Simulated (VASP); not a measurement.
Runs of VASP 6.6.1 on FeAu. The structure is that of space group R-3m (No. 166), or close to it. The cells are those of the table. 

```csv
task,level,cell,k mesh,cutoff (eV),gap on the mesh (eV),pressure (GPa),moment (μB)
relaxation of cell and atoms,PBEsol,"relaxed from a = 4.757 Å, angles 34.5°, 2 atoms",8 × 8 × 8,600,none,0.0,2.72
single point,PBE,"a = 4.757 Å, angles 34.5°, 2 atoms",11 × 11 × 11,520,none,-1.2,2.90
single point,PBE,"a = 4.660 Å, angles 34.5°, 2 atoms",11 × 11 × 11,520,none,9.0,(a)
single point,PBEsol,"a = 4.757 Å, angles 34.5°, 2 atoms",8 × 8 × 8,520,none,(b),2.90
single point,PBE,"a = 4.726 Å, angles 34.5°, 2 atoms",11 × 11 × 11,520,none,1.7,2.88
```

Alike in all rows: potentials or basis VASP PAW PBE potentials, release 64 (Au, Fe); spin collinear, ferromagnetic start; smearing fermi-dirac 0.05 eV.

Question: Fill in the values left out.

Answer: (a) 2.83; (b) -8.8.

Caveats: spin-orbit coupling is left out, which moves the levels of the heavy elements; the PAW data sets were made with another functional, which shifts forces and pressure a little (at least some runs); the cell stands under pressure (at least some runs); the cell stands under tension (at least some runs).

A k mesh can miss the band edges, and the runs leave out spin-orbit coupling on Au.

A gap of «none» marks levels without a gap at the run's occupations.
